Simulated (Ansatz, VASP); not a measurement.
HfB2: VASP beside Ansatz

```
Hf B
1.0
     3.12727    0.00000    0.00000
    -1.56363    2.70829    0.00000
     0.00000    0.00000    3.44697
Hf B
1 2
Cartesian
  0.0000 0.0000 0.0000
  0.0000 1.8055 1.7235
  1.5636 0.9028 1.7235
```

Alike in both runs: task single point; functional PBEsol; k mesh 15 × 15 × 12; occupations gaussian, width 0.1 eV; non-collinear spin, spin-orbit coupling.

|  | VASP | Ansatz |
| --- | --- | --- |
| version | VASP 6.6.1 | Ansatz 0.2.0 |
| potentials or method | VASP PAW PBE potentials, release 64 (Hf_pv, B), cutoff 520 eV | plane waves, PAW |
| valence electrons in the cell | 16 | 32 |

Ansatz gave:

| Property | Result |
| --- | --- |
| pressure (GPa) | -0.4 |
| traceless stress, the component that is largest in VASP (GPa) | -0.21 |
| net moment per atom (μB) | 0.00 |

**Question.** Which values does VASP return?

**Answer.** Pressure (GPa): 0.0; traceless stress, the component that is largest in VASP (GPa): 0.23; net moment per atom (μB): 0.00.

VASP's potentials were made for PBE, not for PBEsol. The functional is the same, so the differences come from potentials, cutoffs and numerics. VASP's potentials hold 16 valence electrons a cell and Ansatz's 32, so a difference there can come from the potentials and not from the codes.
